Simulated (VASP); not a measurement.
Write the native input for VASP 6.6.1 that does the following.

```
Task                   : relaxation of cell and atoms
Functional             : PBEsol
Potentials or basis    : VASP PAW PBE potentials, release 64 (B, P)
Cutoff                 : 500 eV
k mesh                 : 10 × 10 × 10
Occupations            : gaussian, width 0.02 eV
Spin                   : no spin polarisation
Dipole correction      : no
Further INCAR settings : ALGO = Normal; EDIFF = 1e-07; IBRION = 2; EDIFFG = -0.002; NSW = 100; ISIF = 3
```

The structure of BP (sol) lies in POSCAR:

```
BP
1.0
    0.0000000000      2.2660723800      2.2660723800
    2.2660723800      0.0000000000      2.2660723800
    2.2660723800      2.2660723800      0.0000000000
B P
1 1
Direct
    0.0000000000      0.0000000000      0.0000000000
    0.7500000000      0.7500000000      0.7500000000
```

The input as run:

INCAR

```
SYSTEM = BP
  PREC = Accurate
  ENCUT = 500
  EDIFF = 1E-7
  ISMEAR = 0
  SIGMA = 0.02
  LREAL = .False.
  LASPH = .True.
  NELM = 120
  ALGO = Normal
  ISIF = 3
  LWAVE = .False.
  LCHARG = .False.
  GGA = PS
  IBRION = 2
  NSW = 100
  EDIFFG = -0.002
  GGA_COMPAT = .False.
  NELMIN = 4
```

KPOINTS

```
regular mesh
0
Gamma
  10 10 10
  0 0 0
```

Potentials or basis: VASP PAW PBE potentials, release 64 (B, P).

The run is started by

```sh
$ cat potpaw_PBE.64/B/POTCAR potpaw_PBE.64/P/POTCAR > POTCAR
$ mpirun -np 1 vasp_std > vasp.out
```

Results of the run:

```json
{
 "Relaxed volume": "11.55 Å³/atom",
 "Relaxed cell": "a = 3.197 Å, b = 3.197 Å, c = 3.197 Å, α = 60.00°, β = 60.00°, γ = 60.00°",
 "Space group after relaxing (to 0.05 Å)": "F-43m (No. 216)",
 "Energy gained by relaxing": "0.3 meV/atom",
 "Ionic steps": "3",
 "Pressure after relaxing": "0.0 GPa",
 "Band gap on the k mesh": "1.12 eV, indirect (least direct gap 3.37 eV)"
}
```

Caveat: the PAW data sets were made with another functional, which shifts forces and pressure a little.

It took 24 s on 1 thread of Intel Xeon 8259CL (shared host), peak memory 0.13 GiB.
